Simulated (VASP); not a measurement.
Al15TeN15 (a cell with a defect): single point with r2SCAN

The system is Al15TeN15 (a cell with a defect).

```
Al Te N
1.0
     6.25951    0.00000    0.00000
    -3.12976    5.42090    0.00000
     0.00000    0.00000   10.03481
Al Te N
15 1 15
Direct
  0.32843 0.17262 0.21979
  0.34003 0.16125 0.75265
  0.16646 0.33480 0.98525
  0.33329 0.66968 0.24783
  0.15465 0.80112 0.50967
  0.34032 0.65927 0.75262
  0.16771 0.82814 0.99783
  0.83197 0.16819 0.24792
  0.70056 0.34682 0.50970
  0.84248 0.16120 0.75239
  0.67302 0.33332 0.99779
  0.83396 0.66771 0.25222
  0.66660 0.83484 0.49977
  0.83670 0.66416 0.75302
  0.66921 0.83208 0.00203
  0.26317 0.23824 0.46212
  0.16040 0.34042 0.17479
  0.33791 0.16320 0.94495
  0.17480 0.32752 0.72020
  0.34729 0.69665 0.43245
  0.16380 0.83009 0.18520
  0.34121 0.67463 0.94132
  0.17065 0.82035 0.69764
  0.80612 0.15466 0.43267
  0.67131 0.33762 0.18527
  0.82649 0.15993 0.94104
  0.68042 0.32999 0.69762
  0.83224 0.66915 0.44227
  0.67002 0.83171 0.18871
  0.83392 0.66702 0.94016
  0.67313 0.82810 0.69091
```

```
Program             : VASP 6.6.1
Task                : single point
Functional          : r2SCAN
Potentials or basis : VASP PAW PBE potentials, release 64 (Al, Te, N)
Cutoff              : 580 eV
k mesh              : 1 × 1 × 1, shifted
Occupations         : fermi-dirac, width 0.01 eV
Spin                : collinear spin
Fixed moment        : 1 μB
```

```
Largest force                                         : 0.322 eV/Å
Net moment                                            : 1.00 μB per cell
Site moments                                          : Al -0.00, +0.02, +0.00, -0.01 (each value once); Te +0.23; N -0.00, +0.00, +0.04, +0.17, +0.01, +0.18 (each value once) μB
Valence electrons inside the program's atomic spheres : Al 0.83, 0.82, 0.81, 0.86, 0.84 (each value once); Te 3.65; N 3.88, 3.89, 3.85, 3.90, 3.92 (each value once)
```

Forces in eV/Å, atoms in the order of the input:
```
Al  -0.040  0.024 -0.053
Al  -0.092  0.048  0.035
Al  -0.003  0.006 -0.001
Al  -0.017  0.043  0.003
Al  -0.050 -0.058  0.055
Al  -0.025 -0.073  0.043
Al   0.032  0.013  0.021
Al  -0.049 -0.005  0.001
Al   0.021  0.067  0.054
Al   0.051  0.054  0.047
Al   0.006 -0.030  0.024
Al  -0.004  0.000 -0.017
Al  -0.038  0.017 -0.029
Al   0.013 -0.007  0.018
Al  -0.023  0.015 -0.017
Te   0.261 -0.145 -0.121
N    0.056 -0.033 -0.020
N    0.006 -0.005 -0.015
N   -0.002 -0.007  0.234
N   -0.009  0.142 -0.040
N    0.007  0.051 -0.049
N   -0.009 -0.002 -0.007
N   -0.005  0.003 -0.032
N   -0.136 -0.058 -0.034
N   -0.040 -0.028 -0.048
N   -0.002  0.007 -0.004
N    0.009  0.010 -0.044
N    0.079 -0.045  0.018
N    0.000 -0.003 -0.013
N    0.007 -0.006 -0.002
N   -0.001  0.003 -0.009
```

Run time: 4.5 min on 1 thread of Intel(R) Xeon(R) 6975P-C (Granite Rapids), with other jobs on the host, peak memory 0.72 GiB.

Caveat: the cell carries a net charge on a neutralising background, which shifts energy and pressure; the PAW data sets were made with another functional, which shifts forces and pressure a little; the total moment is fixed, so each spin has its own Fermi level and the state may be an excited one.
